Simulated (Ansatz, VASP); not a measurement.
**Two plane-wave programs on CoH4**

Contents of INCAR:

```
SYSTEM = CoH4
  PREC = Accurate
  ENCUT = 600
  EDIFF = 1E-6
  ISMEAR = 0
  SIGMA = 0.1
  LREAL = .FALSE.
  LASPH = .TRUE.
  NELM = 80
  ALGO = Normal
  ISIF = 3
  LWAVE = .FALSE.
  LCHARG = .FALSE.
  GGA = PE
  IBRION = 2
  NSW = 60
  EDIFFG = -0.01
```

File KPOINTS:

```
Automatic mesh
0
G
  12 12 4
  0 0 0
```

Contents of POSCAR:

```
CoH4
1.0
    2.4995204803      0.0000000000      0.0000000000
   -1.2497602401      2.1646482333      0.0000000000
    0.0000000000      0.0000000000      8.2835913958
Co H
1 4
Direct
    0.6666666667      0.3333333333      0.2297147217
    0.3333333333      0.6666666667      0.1209884614
    0.0000000000      0.0000000000      0.3384324790
    0.3333333333      0.6666666667      0.6778216513
    0.3333333333      0.6666666667      0.7674839064
```

Input for Ansatz:

```yaml
crystal:
  lattice:
    - [2.4995204803, 0.0, 0.0]
    - [-1.2497602401, 2.1646482333, 0.0]
    - [0.0, 0.0, 8.2835913958]
  atoms:
    - { symbol: Co, position: [0.6666666667, 0.3333333333, 0.2297147217] }
    - { symbol: H, position: [0.3333333333, 0.6666666667, 0.1209884614] }
    - { symbol: H, position: [0.0, 0.0, 0.338432479] }
    - { symbol: H, position: [0.3333333333, 0.6666666667, 0.6778216513] }
    - { symbol: H, position: [0.3333333333, 0.6666666667, 0.7674839064] }
basis:
  ecutwfc: 420
kpoints:
  mp_grid: { grid: [12, 12, 4] }
hamiltonian:
  xc: pbe
scf:
  occupations: { method: gaussian, width: 0.1 }
output:
  forces: true
  stress: true
  eigenvalues: true
  write_density: true
  write_potential: true
  elf: true
  volumetric_format: npy
relax:
  adjacent_minimum: "off"
  f_tol: 0.01
  max_steps: 40
  cell: { stress_tol: 0.05 }
```

Alike in both runs: task relaxation of cell and atoms; functional PBE; k mesh 12 × 12 × 4; occupations gaussian, width 0.1 eV; no spin polarisation.

```csv
,VASP,Ansatz
version,VASP 6.6.1,Ansatz 0.2.0
potentials or method,"VASP PAW PBE potentials, release 64 (Co, H), cutoff 600 eV","scalar-relativistic, plane waves, PAW"
valence electrons in the cell,13,21
```

```csv
,VASP,Ansatz,Ansatz less VASP
"gap on the k mesh at the Fermi level, each at its own relaxed structure (eV)",none,none,-
relaxed volume (Å³/atom),8.84,8.83,-0.006
relaxed length of the cell vector where the two differ most in proportion (Å),8.303,8.287,-0.0156
```

A gap of «none» marks a metal or a gap that the smearing closes. VASP's potentials hold 13 valence electrons a cell and Ansatz's 21, so a difference there can come from the potentials and not from the codes.
